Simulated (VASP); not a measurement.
# Mo (Im-3m) in VASP: notebook

Mo is run at these levels: PBE; tasks: single point.

Program: VASP 6.6.1. These are calculated values, not measurements. Logs are shortened: lines on timing, memory, paths and dates and some standing lists are left out, and cuts for length are marked.

## 1. The cell of the first run

The structure is cubic, space group Im-3m (No. 229). Conventional cell: a = 3.163 Å, b = 3.163 Å, c = 3.163 Å, α = 90.00°, β = 90.00°, γ = 90.00°. Within 3.6 Å of Mo (site symmetry m-3m) lie 14 Mo at 2.74 to 3.16 Å.

## 2. Single point, PBE (15.83 Å³/atom)

INCAR

```
ALGO = Normal ; EDIFF = 1E-6
ENCUT = 500 ; GGA = PE
GGA_COMPAT = False ; ISIF = 2
ISMEAR = 0 ; LASPH = True
LCHARG = False ; LREAL = False
LWAVE = False ; NBANDS = 13
NELM = 120 ; PREC = Accurate
SIGMA = 0.05
```

KPOINTS

```
k-points
0
Gamma
  8 8 8
```

POSCAR

```
Mo
1.0
   -1.5816586690      1.5816586690      1.5816586690
    1.5816586690     -1.5816586690      1.5816586690
    1.5816586690      1.5816586690     -1.5816586690
Mo
1
Direct
    0.0000000000      0.0000000000      0.0000000000
```

Potentials or basis: VASP PAW PBE potentials, release 64 (Mo_sv).

On the command line:

```console
> cat potpaw_PBE.64/Mo_sv/POTCAR > POTCAR
> mpirun -np 1 vasp_std > vasp.out
```

OUTCAR:

```text
EDIFF = 1E-6
   ENCUT = 500
   GGA = PE
   ISIF = 2
   ISMEAR = 0
   LASPH = True
   LREAL = False
   NELM = 120
   PREC = Accurate

 ion  position               nearest neighbor table
   1  0.000  0.000  0.000-

  LATTYP: Found a body centered cubic cell.
 ALAT       =     3.1633173380

  Lattice vectors:

 A1 = (  -1.5816586690,   1.5816586690,   1.5816586690)
 A2 = (   1.5816586690,  -1.5816586690,   1.5816586690)
 A3 = (   1.5816586690,   1.5816586690,  -1.5816586690)

Analysis of symmetry for initial positions (statically):
=====================================================================
 Subroutine PRICEL returns:
 Original cell was already a primitive cell.

 Routine SETGRP: Setting up the symmetry group for a
 body centered cubic supercell.

 Subroutine GETGRP returns: Found 48 space group operations
 (whereof 48 operations were pure point group operations)
 out of a pool of 48 trial point group operations.

The static configuration has the point symmetry O_h .

Analysis of symmetry for dynamics (positions and initial velocities):
=====================================================================
 Subroutine PRICEL returns:
 Original cell was already a primitive cell.

 Routine SETGRP: Setting up the symmetry group for a
 body centered cubic supercell.

 Subroutine GETGRP returns: Found 48 space group operations
 (whereof 48 operations were pure point group operations)
 out of a pool of 48 trial point group operations.

The dynamic configuration has the point symmetry O_h .

 Subroutine INISYM returns: Found 48 space group operations
 (whereof 48 operations are pure point group operations),
 and found     1 'primitive' translations

----------------------------------------------------------------------------------------

                                     Primitive cell

  volume of cell :      15.8270

  direct lattice vectors                    reciprocal lattice vectors
    -1.581658669  1.581658669  1.581658669     0.000000000  0.316123832  0.316123832
     1.581658669 -1.581658669  1.581658669     0.316123832  0.000000000  0.316123832
     1.581658669  1.581658669 -1.581658669     0.316123832  0.316123832  0.000000000

  length of vectors
     2.739513175  2.739513175  2.739513175     0.447066611  0.447066611  0.447066611

  position of ions in fractional coordinates (direct lattice)
     0.000000000  0.000000000  0.000000000

  ion indices of the primitive-cell ions
   primitive index   ion index
                 1           1

----------------------------------------------------------------------------------------

 KPOINTS: k-points

Automatic generation of k-mesh.
 Grid dimensions read from file:
 generate k-points for:    8    8    8

 Generating k-lattice:

  Cartesian coordinates                     Fractional coordinates (reciprocal lattice)
     0.000000000  0.039515479  0.039515479     0.125000000  0.000000000  0.000000000
     0.039515479  0.000000000  0.039515479     0.000000000  0.125000000  0.000000000
     0.039515479  0.039515479  0.000000000     0.000000000  0.000000000  0.125000000

  Length of vectors
     0.055883326  0.055883326  0.055883326

  Shift w.r.t. Gamma in fractional coordinates (k-lattice)
     0.000000000  0.000000000  0.000000000

 Subroutine IBZKPT returns following result:
 ===========================================

 Found     29 irreducible k-points:

 Following reciprocal coordinates:
            Coordinates               Weight
  0.000000  0.000000  0.000000      1.000000
  0.125000  0.000000  0.000000     12.000000
  0.250000  0.000000  0.000000     12.000000
  0.375000  0.000000  0.000000     12.000000
  0.500000  0.000000  0.000000      6.000000
  0.125000  0.125000  0.000000     24.000000
[... 16 lines left out ...]
 -0.250000  0.250000  0.250000      6.000000
 -0.375000  0.375000  0.250000     24.000000
 [... further k-points ...]
   k-points           NKPTS =     29   k-points in BZ     NKDIM =     29   number of bands    NBANDS=     13
   number of dos      NEDOS =    301   number of ions     NIONS =      1
   total plane-waves  NPLWV =   8000
   dimension x,y,z NGX =    20 NGY =   20 NGZ =   20
   dimension x,y,z NGXF=    40 NGYF=   40 NGZF=   40
   ions per type =               1
   NGX,Y,Z   is equivalent  to a cutoff of  12.14, 12.14, 12.14 a.u.
   NGXF,Y,Z  is equivalent  to a cutoff of  24.27, 24.27, 24.27 a.u.
 SYSTEM =  unknown system
   PREC   = accura    normal or accurate (medium, high low for compatibility)
   ISTART =      0    job   : 0-new  1-cont  2-samecut
   ICHARG =      2    charge: 1-file 2-atom 10-const
   ISPIN  =      1    spin polarized calculation?
   LNONCOLLINEAR =      F non collinear calculations
   LSORBIT =      F    spin-orbit coupling
   LASPH  =      T    aspherical Exc in radial PAW
   ENCUT  =  500.0 eV  36.75 Ry    6.06 a.u.   4.99  4.99  4.99*2*pi/ulx,y,z
   NELM   =    120;   NELMIN=  2; NELMDL= -5     # of ELM steps
   EDIFF  = 0.1E-05   stopping-criterion for ELM
   LREAL  =      F    real-space projection
   EDIFFG = 0.1E-04   stopping-criterion for IOM
   NSW    =      0    number of steps for IOM
   IBRION =     -1    ionic relax: 0-MD 1-quasi-New 2-CG
   NFREE  =      0    steps in history (QN), initial steepest desc. (CG)
   ISIF   =      2    stress and relaxation
   ISYM   =      2    0-nonsym 1-usesym 2-fastsym
   POTIM  = 0.5000    time-step for ionic-motion
   TEBEG  =    0.0;   TEEND  =   0.0 temperature during run
   PSTRESS=    0.0 pullay stress
   NELECT =      14.0000    total number of electrons
   NUPDOWN=      -1.0000    fix difference up-down
   EMIN   =  10.00;   EMAX   =-10.00  energy-range for DOS
   EFERMI =   0.00;   METHOD = LEGACY
   ISMEAR =     0;   SIGMA  =   0.05  broadening in eV -4-tet -1-fermi 0-gaus
   EFERMI_NEDOS =   21; number of points for ismear=-14 and -15
   IALGO  =     38    algorithm
   IMIX   =      4    mixing-type and parameters
     AMIX     =   0.40;   BMIX     =  1.00
     AMIX_MAG =   1.60;   BMIX_MAG =  1.00
  volume/ion in A,a.u.               =      15.83       106.81
  Fermi-wavevector in a.u.,A,eV,Ry     =   1.571513  2.969730 33.601686  2.469654
  Thomas-Fermi vector in A             =   2.673086
   LORBIT       =      0    0 simple, 1 ext, 2 COOP (PROOUT), +10 PAW based schemes
   GGA     = PE    functional components
   LHFCALC =     F    Hartree Fock is set to
   AEXX    =    0.0000 exact exchange contribution
   IVDW    =     0    specifies the selected vdW correction
   LEPSILON=     F    determine dielectric tensor
   LRPA    =     F    only Hartree local field effects (RPA)
 non-spin polarized calculation
 Gauss-broadening in eV      SIGMA  =   0.05
  energy-cutoff  :      500.00
  volume of cell :       15.83
 maximum number of plane-waves:       420
   NGX =  9   NGY =  9   NGZ =  9

 number of electron      14.0000004 magnetization

 Free energy of the ion-electron system (eV)
  ---------------------------------------------------
  ext. energy  EPLUGINS =         0.00000000
  ---------------------------------------------------
  free energy    TOTEN  =       -10.91362665 eV

  energy without entropy =      -10.91228984  energy(sigma->0) =      -10.91295825

 E-fermi :  12.2638     XC(G=0): -13.3224

 val. band max:       12.2637659676   @ k =  -0.2500   0.2500   0.1250
 cond. band min:      12.3715549456   @ k =   0.3750   0.0000   0.0000
 fundamental gap:      0.1077889780
 Fermi energy:        12.2637745460

 k-point     1 :       0.0000    0.0000    0.0000
  band No.  band energies     occupation
      1     -48.8968      2.00000
      2     -22.1905      2.00000
      3     -22.1905      2.00000
      4     -22.1905      2.00000
      5       5.1997      2.00000
      6      11.0478      2.00000
      7      11.0478      2.00000
      8      11.0478      2.00000
      9      14.0278      0.00000
     10      14.0278      0.00000
     11      27.2073      0.00000
     12      27.2073      0.00000
     13      27.2073      0.00000

 k-point     2 :       0.1250    0.0000    0.0000
  band No.  band energies     occupation
      1     -48.8606      2.00000
      2     -22.3994      2.00000
      3     -22.2553      2.00000
      4     -22.1919      2.00000
      5       5.8511      2.00000
      6      10.6911      2.00000
      7      10.9595      2.00000
      8      11.6773      2.00000
      9      13.6034      0.00000
     10      14.0461      0.00000
     11      27.6097      0.00000
     12      28.3070      0.00000
     13      28.3261      0.00000

 k-point     3 :       0.2500    0.0000    0.0000
  band No.  band energies     occupation
      1     -48.7723      2.00000
      2     -22.8857      2.00000
      3     -22.4091      2.00000
      4     -22.1957      2.00000
      5       7.1593      2.00000
      6       9.9361      2.00000
      7      10.8451      2.00000
      8      13.4238      0.00000
      9      13.5063      0.00000
     10      14.1852      0.00000
     11      27.1527      0.00000
     12      28.4340      0.00000
     13      31.2916      0.00000
[... 305 lines left out ...]
 k-point    23 :      -0.2500    0.2500    0.2500
  band No.  band energies     occupation
      1     -48.6658      2.00000
      2     -22.9112      2.00000
      3     -22.6467      2.00000
      4     -22.6467      2.00000
      5       8.6661      2.00000
      6       9.7761      2.00000
      7      11.7773      2.00000
      8      11.7773      2.00000
      9      13.2464      0.00000
     10      15.7546      0.00000
     11      27.5259      0.00000
     12      30.5277      0.00000
     13      30.8316      0.00000

 k-point    24 :      -0.3750    0.3750    0.2500
  band No.  band energies     occupation
      1     -48.5892      2.00000
      2     -23.1899      2.00000
      3     -22.8091      2.00000
      4     -22.6864      2.00000
      5       8.5162      2.00000
      6       9.0690      2.00000
      7      11.7725      2.00000
      8      12.5945      0.00000
      9      15.2246      0.00000
     10      17.3072      0.00000
     11      26.0431      0.00000
     12      28.0601      0.00000
     13      29.1528      0.00000

 [... further k-points ...]

------------------------ aborting loop because EDIFF is reached ----------------------------------------

  FORCE on cell =-STRESS in cart. coord.  units (eV):
  Direction    XX          YY          ZZ          XY          YZ          ZX
  --------------------------------------------------------------------------------------
  -------------------------------------------------------------------------------------
  Total        0.0509219      0.0509219      0.0509219      0.0000000     -0.0000000     -0.0000000
  in kB        5.1548619      5.1548619      5.1548619      0.0000000     -0.0000000     -0.0000000
  external PRESSURE =       5.1548619 kB  Pullay stress =       0.0000000 kB

 VOLUME and BASIS-vectors are now :
 -----------------------------------------------------------------------------
  energy-cutoff  :      500.00
  volume of cell :       15.83
      direct lattice vectors                 reciprocal lattice vectors
    -1.581658669  1.581658669  1.581658669     0.000000000  0.316123832  0.316123832
     1.581658669 -1.581658669  1.581658669     0.316123832  0.000000000  0.316123832
     1.581658669  1.581658669 -1.581658669     0.316123832  0.316123832  0.000000000

 POSITION                                       TOTAL-FORCE (eV/Angst)
 -----------------------------------------------------------------------------------
      0.00000      0.00000      0.00000        -0.000000      0.000000      0.000000
 -----------------------------------------------------------------------------------
    total drift:                                0.000000     -0.000000      0.000000

  FREE ENERGIE OF THE ION-ELECTRON SYSTEM (eV)
  ---------------------------------------------------
  free  energy   TOTEN  =       -10.9136266492 eV

  energy  without entropy=      -10.9122898412  energy(sigma->0) =      -10.91295825
```

Run time: 10 s. Hardware: 1 thread of Intel Xeon 8259CL, shared host; peak memory 0.12 GiB.

Results:

```yaml
Free_energy: -10.9136 eV
Pressure: 0.5 GPa
Band_gap_on_the_k_mesh: zero (bands 7 and 8 overlap by 5.25 eV)
```

Levels at points of the mesh, in eV from the Fermi level:
| k point | band 3 | band 4 | band 5 | band 6 | band 7 | band 8 | band 9 | band 10 | band 11 | band 12 |
| --- | --- | --- | --- | --- | --- | --- | --- | --- | --- | --- |
| (0.00, 0.00, 0.00) | -34.45 | -34.45 | -7.06 | -1.22 | -1.22 | -1.22 | 1.76 | 1.76 | 14.94 | 14.94 |
| (0.50, 0.00, 0.00) | -34.88 | -34.46 | -5.12 | -3.22 | 1.71 | 1.78 | 2.40 | 4.78 | 11.58 | 12.07 |
| (0.50, 0.50, 0.50) | -35.38 | -35.38 | -5.22 | -5.22 | 4.03 | 4.03 | 4.03 | 9.10 | 9.10 | 9.10 |

## 3. Single point, PBE (15.98 Å³/atom)

This run uses another cell than the first one, of 15.98 Å³/atom.

INCAR

```
  PREC = Accurate
  ENCUT = 500
  EDIFF = 1E-6
  ISMEAR = 0
  SIGMA = 0.05
  LREAL = F
  LASPH = T
  NELM = 120
  ALGO = Normal
  ISIF = 2
  LWAVE = F
  LCHARG = F
  GGA = PE
  NBANDS = 13
  GGA_COMPAT = F
```

KPOINTS

```
Automatic mesh
0
Gamma
  8 8 8
```

POSCAR

```
Mo
1.0
   -1.5868520576      1.5868520576      1.5868520576
    1.5868520576     -1.5868520576      1.5868520576
    1.5868520576      1.5868520576     -1.5868520576
Mo
1
Direct
    0.0000000000      0.0000000000      0.0000000000
```

Potentials or basis: VASP PAW PBE potentials, release 64 (Mo_sv).

On the command line:

```console
> cat potpaw_PBE.64/Mo_sv/POTCAR > POTCAR
> mpirun -np 1 vasp_std > vasp.out
```

Run time: 9.6 s. Hardware: 1 thread of Intel Xeon 8259CL, shared host; peak memory 0.12 GiB.

Results (log left out):

| Property | Result |
| --- | --- |
| Free energy | -10.9129 eV |
| Pressure | -2.0 GPa |
| Band gap on the k mesh | zero (bands 7 and 8 overlap by 5.17 eV) |

Levels at points of the mesh, in eV from the Fermi level:
```tsv
k point	band 5	band 6	band 7	band 8	band 9	band 10
(0.00, 0.00, 0.00)	-7.04	-1.20	-1.20	-1.20	1.74	1.74
(0.50, 0.00, 0.00)	-5.07	-3.18	1.67	1.76	2.37	4.70
(0.50, 0.50, 0.50)	-5.15	-5.15	3.97	3.97	3.97	9.02
```
